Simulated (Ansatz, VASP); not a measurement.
**MgPbBr3 in VASP and in Ansatz**

```
Mg Pb Br
1.0
     5.14803    0.00000    0.00000
     0.00000    5.14803    0.00000
     0.00000    0.00000    5.14803
Mg Pb Br
1 1 3
Direct
  0.50000 0.50000 0.50000
  0.00000 0.00000 0.00000
  0.00000 0.50000 0.50000
  0.50000 0.00000 0.50000
  0.50000 0.50000 0.00000
```

Change from the starting cell: species swapped into the TbBPd3 type (Pm-3m, No. 221).

Alike in both runs: task relaxation of cell and atoms; functional PBE; k mesh 8 × 8 × 8; occupations gaussian, width 0.1 eV; no spin polarisation.

|  | VASP | Ansatz |
| --- | --- | --- |
| version | VASP 6.6.1 | Ansatz 0.2.0 |
| potentials or method | VASP PAW PBE potentials, release 64 (Mg, Pb_d, Br), cutoff 600 eV | scalar-relativistic, plane waves, PAW |
| valence electrons in the cell | 37 | 45 |

Ansatz gave:

* gap on the k mesh at the Fermi level, each at its own relaxed structure (eV): none
* relaxed volume (Å³/atom): 29.43
* relaxed cell length with the largest relative difference (Å): 5.280

**Question.** What did VASP give for the same quantities?

**Answer.** gap on the k mesh at the Fermi level, each at its own relaxed structure (eV): none; relaxed volume (Å³/atom): 29.37; relaxed cell length with the largest relative difference (Å): 5.276.

A gap of «none» marks a metal or a gap that the smearing closes. VASP's potentials hold 37 valence electrons a cell and Ansatz's 45, so a difference there can come from the potentials and not from the codes.

Spin-orbit coupling is off throughout.
